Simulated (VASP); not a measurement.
A run of VASP 6.6.1:

The input INCAR:

```
PREC = Accurate ; ENCUT = 600
EDIFF = 1E-6 ; ISMEAR = 0
SIGMA = 0.01 ; LREAL = F
LASPH = T ; NELM = 100
ALGO = Normal ; ISIF = 3
LWAVE = F ; LCHARG = F
GGA = PS ; IBRION = 2
NSW = 80 ; EDIFFG = -0.005
```

KPOINTS

```
Automatic mesh
0
Gamma
  8 8 8
```

POSCAR

```
BP
1.0
    0.0000000000      2.2690000000      2.2690000000
    2.2690000000      0.0000000000      2.2690000000
    2.2690000000      2.2690000000      0.0000000000
B P
1 1
Direct
    0.0000000000      0.0000000000      0.0000000000
    0.2500000000      0.2500000000      0.2500000000
```

Potentials or basis: VASP PAW PBE potentials, release 64 (B, P).

Launch:

```bash
$ cat potpaw_PBE.64/B/POTCAR potpaw_PBE.64/P/POTCAR > POTCAR
$ mpirun -np 1 vasp_std > vasp.out
```

Hardware: 1 thread of Intel(R) Xeon(R) Platinum 8488C (Sapphire Rapids), on a shared host.

**Question.** How long does it take, and how much memory?

**Answer.** It took 17 s on 1 thread of Intel(R) Xeon(R) Platinum 8488C (Sapphire Rapids) (shared host), peak memory 0.15 GiB. Counts: scf iterations 24, k points 29, ion steps 3.
